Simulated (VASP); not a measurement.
Runs of VASP 6.6.1 on Nb. The structure is that of space group Im-3m (No. 229), or close to it. The cells are those of the table. 

| task | cell | k mesh for the DOS | occupations for the DOS | gap on the mesh (eV) | pressure (GPa) |
| --- | --- | --- | --- | --- | --- |
| single point | a = 2.866 Å, angles 109.5°, 1 atom | - | - | none | (a) |
| single point | a = 2.767 Å, angles 109.5°, 1 atom | - | - | none | 21.7 |
| single point | a = 2.274 Å, angles 109.5°, 1 atom | - | - | none | 431.5 |
| single point | a = 2.544 Å, angles 109.5°, 1 atom | - | - | none | 114.8 |

Alike in all rows: level PBE; potentials or basis VASP PAW PBE potentials, release 64 (Nb_sv); no spin polarisation; k mesh 16 × 16 × 16; cutoff (eV) 520; smearing fermi-dirac 0.05 eV.

**Question.** Estimate the missing entries.

**Answer.** (a) -0.3.

A k mesh can miss the band edges, and the runs leave out spin-orbit coupling on Nb.

A gap of «none» marks levels without a gap at the run's occupations.
